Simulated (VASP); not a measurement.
# TlH5 (P6/mmm) in VASP: a series of runs, part 2 of 3

VASP 6.6.1. The steps go on from the part before.

## 4. Single point, PBE

This run uses another cell than the first one, of 12.73 Å³/atom, 1.679 times its volume.

INCAR reads:

```
PREC     = Accurate       # precision mode
ENCUT    = 520            # plane-wave cutoff, eV
EDIFF    = 1E-7           # SCF threshold, eV
ISMEAR   = 0              # smearing method
SIGMA    = 0.1            # smearing width, eV
LREAL    = False          # projectors in reciprocal space
LASPH    = True           # aspherical terms in the spheres
NELM     = 100            # most SCF steps
ALGO     = Normal         # electronic algorithm
ISIF     = 2              # what is computed and relaxed
LWAVE    = False          # write WAVECAR
LCHARG   = False          # write CHGCAR
GGA      = PE             # functional
NBANDS   = 18             # bands
```

KPOINTS reads:

```
regular mesh
0
Gamma
  6 6 4
```

POSCAR reads:

```
TlH5
1.0
    4.7674438200      0.0000000000      0.0000000000
   -2.3837219100      4.1287274600      0.0000000000
    0.0000000000      0.0000000000      3.8792927700
Tl H
1 5
Direct
    0.0000000000      0.0000000000      0.0000000000
    0.3333333300      0.6666666700      0.0000000000
    0.6666666700      0.3333333300      0.0000000000
    0.5000000000      0.0000000000      0.5000000000
    0.5000000000      0.5000000000      0.5000000000
    0.0000000000      0.5000000000      0.5000000000
```

Potentials or basis: VASP PAW PBE potentials, release 64 (Tl_d, H).

Run with:

```bash
cat potpaw_PBE.64/Tl_d/POTCAR potpaw_PBE.64/H/POTCAR > POTCAR
mpirun -np 1 vasp_std > vasp.out
```

OUTCAR:

```text
PREC = Accurate
   ENCUT = 520
   EDIFF = 1E-7
   ISMEAR = 0
   LREAL = False
   LASPH = True
   NELM = 100
   ISIF = 2
   GGA = PE

 ion  position               nearest neighbor table
   1  0.000  0.000  0.000-
   2  0.333  0.667  0.000-
   3  0.667  0.333  0.000-
   4  0.500  0.000  0.500-
   5  0.500  0.500  0.500-
   6  0.000  0.500  0.500-

  LATTYP: Found a hexagonal cell.
 ALAT       =     4.7674438200
 C/A-ratio  =     0.8137049783

  Lattice vectors:

 A1 = (   4.7674438200,   0.0000000000,   0.0000000000)
 A2 = (  -2.3837219100,   4.1287274600,   0.0000000000)
 A3 = (   0.0000000000,   0.0000000000,   3.8792927700)

Analysis of symmetry for initial positions (statically):
=====================================================================
 Subroutine PRICEL returns:
 Original cell was already a primitive cell.

 Routine SETGRP: Setting up the symmetry group for a
 hexagonal supercell.

 Subroutine GETGRP returns: Found 24 space group operations
 (whereof 24 operations were pure point group operations)
 out of a pool of 24 trial point group operations.

The static configuration has the point symmetry D_6h.

Analysis of symmetry for dynamics (positions and initial velocities):
=====================================================================
 Subroutine PRICEL returns:
 Original cell was already a primitive cell.

 Routine SETGRP: Setting up the symmetry group for a
 hexagonal supercell.

 Subroutine GETGRP returns: Found 24 space group operations
 (whereof 24 operations were pure point group operations)
 out of a pool of 24 trial point group operations.

The dynamic configuration has the point symmetry D_6h.

 Subroutine INISYM returns: Found 24 space group operations
[... 120 lines left out ...]
     AMIX     =   0.40;   BMIX     =  1.00
     AMIX_MAG =   1.60;   BMIX_MAG =  1.00
  volume/ion in A,a.u.               =      12.73        85.88
  Fermi-wavevector in a.u.,A,eV,Ry     =   1.011302  1.911084 13.915111  1.022732
  Thomas-Fermi vector in A             =   2.144343
   LORBIT       =      0    0 simple, 1 ext, 2 COOP (PROOUT), +10 PAW based schemes
   GGA     = PE    functional components
   LHFCALC =     F    Hartree Fock is set to
   AEXX    =    0.0000 exact exchange contribution
   IVDW    =     0    specifies the selected vdW correction
   LEPSILON=     F    determine dielectric tensor
   LRPA    =     F    only Hartree local field effects (RPA)
 non-spin polarized calculation
 Gauss-broadening in eV      SIGMA  =   0.10
  energy-cutoff  :      520.00
  volume of cell :       76.36
 maximum number of plane-waves:      2082
 NGX is ok and might be reduce to    36
   NGX = 17   NGY = 17   NGZ = 15

 number of electron      17.9999998 magnetization

 Free energy of the ion-electron system (eV)
  ---------------------------------------------------
  ext. energy  EPLUGINS =         0.00000000
  ---------------------------------------------------
  free energy    TOTEN  =       -10.11176251 eV

  energy without entropy =      -10.09453826  energy(sigma->0) =      -10.10315039

 E-fermi :   0.0929     XC(G=0):  -8.3748

 val. band max:        0.0827601240   @ k =   0.1667   0.0000   0.5000
 cond. band min:       0.1131658885   @ k =   0.3333   0.0000   0.5000
 fundamental gap:      0.0304057645
 Fermi energy:         0.0928543548

 k-point     1 :       0.0000    0.0000    0.0000
  band No.  band energies     occupation
      1     -10.2953      2.00000
      2     -10.1172      2.00000
      3     -10.1172      2.00000
      4     -10.1005      2.00000
      5     -10.1005      2.00000
      6      -7.3105      2.00000
[... 418 lines left out ...]
      5     -10.0733      2.00000
      6      -3.6140      2.00000
[... 10 lines left out ...]
     17      11.0959      0.00000
     18      13.9193      0.00000

------------------------ aborting loop because EDIFF is reached ----------------------------------------

  FORCE on cell =-STRESS in cart. coord.  units (eV):
  Direction    XX          YY          ZZ          XY          YZ          ZX
  --------------------------------------------------------------------------------------
  -------------------------------------------------------------------------------------
  Total       -4.8401882     -4.8401882     -3.8379893      0.0000000      0.0000000      0.0000000
  in kB     -101.5590140   -101.5590140    -80.5304246      0.0000000      0.0000000      0.0000000
  external PRESSURE =     -94.5494842 kB  Pullay stress =       0.0000000 kB

 VOLUME and BASIS-vectors are now :
 -----------------------------------------------------------------------------
  energy-cutoff  :      520.00
  volume of cell :       76.36
      direct lattice vectors                 reciprocal lattice vectors
     4.767443820  0.000000000  0.000000000     0.209756011  0.121102690  0.000000000
    -2.383721910  4.128727460  0.000000000     0.000000000  0.242205379  0.000000000
     0.000000000  0.000000000  3.879292770     0.000000000  0.000000000  0.257778946

 POSITION                                       TOTAL-FORCE (eV/Angst)
 -----------------------------------------------------------------------------------
      0.00000      0.00000      0.00000         0.000000      0.000000     -0.000000
     -0.00000      2.75248      0.00000        -0.000000     -0.000000     -0.000000
      2.38372      1.37624      0.00000        -0.000000      0.000000      0.000000
      2.38372      0.00000      1.93965         0.000000      0.000000     -0.000000
      1.19186      2.06436      1.93965         0.000000      0.000000     -0.000000
     -1.19186      2.06436      1.93965         0.000000      0.000000     -0.000000
 -----------------------------------------------------------------------------------
    total drift:                               -0.000000      0.000000     -0.000000

  FREE ENERGIE OF THE ION-ELECTRON SYSTEM (eV)
  ---------------------------------------------------
  free  energy   TOTEN  =       -10.1117625130 eV

  energy  without entropy=      -10.0945382622  energy(sigma->0) =      -10.10315039
```

OSZICAR:

```text
N       E                     dE             d eps       ncg     rms          rms(c)
DAV:   1     0.553511094041E+02    0.55351E+02   -0.79600E+03   780   0.833E+02
DAV:   2    -0.871445699222E+01   -0.64066E+02   -0.61674E+02   902   0.174E+02
DAV:   3    -0.102679984000E+02   -0.15535E+01   -0.15343E+01   880   0.230E+01
DAV:   4    -0.102747190842E+02   -0.67207E-02   -0.67192E-02   920   0.176E+00
DAV:   5    -0.102748070769E+02   -0.87993E-04   -0.87992E-04   890   0.208E-01    0.259E+00
DAV:   6    -0.101473558574E+02    0.12745E+00   -0.18540E-01   888   0.230E+00    0.183E+00
DAV:   7    -0.101187226751E+02    0.28633E-01   -0.52232E-02   824   0.934E-01    0.133E+00
DAV:   8    -0.101109775333E+02    0.77451E-02   -0.21961E-02   870   0.681E-01    0.477E-01
DAV:   9    -0.101116427705E+02   -0.66524E-03   -0.49123E-03   800   0.423E-01    0.873E-02
DAV:  10    -0.101117569496E+02   -0.11418E-03   -0.10503E-04   810   0.705E-02    0.334E-02
DAV:  11    -0.101117616086E+02   -0.46590E-05   -0.22903E-05   892   0.348E-02    0.596E-03
DAV:  12    -0.101117625719E+02   -0.96324E-06   -0.22058E-06   810   0.911E-03    0.225E-03
DAV:  13    -0.101117625130E+02    0.58915E-07   -0.14165E-07   692   0.191E-03
   1 F= -.10111763E+02 E0= -.10103150E+02  d E =-.172243E-01
```

Run time: 10 s. Hardware: 1 thread of Intel Xeon 6975P-C (Granite Rapids), shared host; peak memory 0.19 GiB.

Results:

* Free energy: -10.1118 eV
* Pressure: -9.5 GPa
* Band gap on the k mesh: zero (band 9 reaches 1.21 eV, above the bottom of band 10 at -1.83 eV)

Levels at points of the mesh, in eV from the Fermi level:
```
           k point  band 5  band 6  band 7  band 8  band 9  band 10  band 11  band 12  band 13  band 14
(0.00, 0.00, 0.00)  -10.19   -7.40   -0.95   -0.07    0.38     0.38     1.13     3.51     3.51     5.02
(0.50, 0.00, 0.00)  -10.17   -5.53   -4.85   -1.54   -0.55     1.29     1.72     5.29     6.38     7.71
(0.00, 0.00, 0.50)  -10.19   -5.51   -4.29    0.36    0.68     0.68     0.98     4.33     5.08     5.08
(0.50, 0.00, 0.50)  -10.16   -4.01   -2.62   -2.52   -2.04    -0.09     0.51     2.77     3.74     7.79
```

Caveat: the k points lie up to 0.40 Å⁻¹ apart; spin-orbit coupling is left out, which moves the levels of the heavy elements.

## 5. Relaxation of cell and atoms, PBE

INCAR reads:

```
SYSTEM = TlH5
  PREC = Accurate
  ENCUT = 600
  EDIFF = 1E-6
  ISMEAR = 0
  SIGMA = 0.1
  LREAL = .False.
  LASPH = .True.
  NELM = 100
  ALGO = Normal
  ISIF = 3
  LWAVE = .False.
  LCHARG = .False.
  GGA = PE
  IBRION = 2
  NSW = 90
  EDIFFG = -0.04
```

KPOINTS reads:

```
regular mesh
0
Gamma
  6 6 6
  0 0 0
```

POSCAR reads:

```
TlH5
1.0
    4.0045797164      0.0000000000      0.0000000000
   -2.0022898582      3.4680677659      0.0000000000
    0.0000000000      0.0000000000      3.2741314690
Tl H
1 5
Direct
    0.0000000000      0.0000000000      0.0000000000
    0.3333333333      0.6666666667      0.0000000000
    0.6666666667      0.3333333333      0.0000000000
    0.5000000000      0.0000000000      0.5000000000
    0.5000000000      0.5000000000      0.5000000000
    0.0000000000      0.5000000000      0.5000000000
```

Run with:

```bash
cat potpaw_PBE.64/Tl_d/POTCAR potpaw_PBE.64/H/POTCAR > POTCAR
mpirun -np 1 vasp_std > vasp.out
```

It took 62 s on 1 thread of Intel Xeon 6975P-C (Granite Rapids), shared host; peak memory 0.18 GiB.

It converged, with:

- Free energy: -12.4333 eV
- Relaxed volume: 8.38 Å³/atom
- Relaxed cell: a = 3.631 Å, b = 3.631 Å, c = 4.404 Å, α = 90.00°, β = 90.00°, γ = 120.00°
- Space group after relaxing (to 0.05 Å): P6/mmm (No. 191)
- Energy gained by relaxing: 147.8 meV/atom
- Ionic steps: 12
- Pressure after relaxing: -0.3 GPa
- Band gap on the k mesh: zero (band 9 reaches 6.29 eV, above the bottom of band 10 at 0.12 eV)

Stress tensor (GPa, compression positive):
```
-0.24  0.00  0.00
 0.00 -0.24  0.00
 0.00  0.00 -0.48
```

The path:
```
step  energy change (eV)  largest force (eV/Å)  pressure (GPa)  volume (Å³)
   1              0.0000                0.0000            0.32        45.47
   2             -0.0025                0.0000            0.20        45.57
   3             -0.0082                0.0000           -0.16        45.87
   4             -0.0585                0.0000           -1.08        46.44
   5             -0.1955                0.0000           -2.24        47.51
   6             -0.6067                0.0000           -3.32        49.32
   7             -0.8578                0.0000            0.77        51.73
   8             -0.8816                0.0000           -0.88        51.30
   9             -0.8820                0.0000           -1.32        51.13
  10             -0.8702                0.0000            1.40        50.08
  11             -0.8845                0.0000           -0.60        50.83
  12             -0.8867                0.0000           -0.32        50.29
```

Final structure:
```
Tl H
1.0
     3.63138    0.00000    0.00000
    -1.81569    3.14487    0.00000
     0.00000    0.00000    4.40397
Tl H
1 5
Cartesian
  1.8157 3.1449 0.0000
  0.0000 2.0966 0.0000
  1.8157 1.0483 0.0000
  1.8157 0.0000 2.2020
  0.9078 1.5724 2.2020
  2.7235 1.5724 2.2020
```

Levels at points of the mesh, in eV from the Fermi level:
```tsv
k point	band 5	band 6	band 7	band 8	band 9	band 10	band 11	band 12	band 13
(0.00, 0.00, 0.00)	-10.94	-10.46	-4.44	0.42	0.73	2.94	2.94	5.86	6.89
(0.50, 0.00, 0.00)	-10.86	-7.15	-6.35	-2.55	-0.56	1.02	1.43	4.09	6.35
(0.00, 0.00, 0.50)	-10.95	-9.27	-7.58	0.54	2.93	2.93	5.90	6.14	7.85
(0.50, 0.00, 0.50)	-10.86	-6.11	-5.38	-4.28	-3.33	1.76	2.15	4.18	4.72
```

Caveat: spin-orbit coupling is left out, which moves the levels of the heavy elements.

(Part 2 of 3 ends here.)
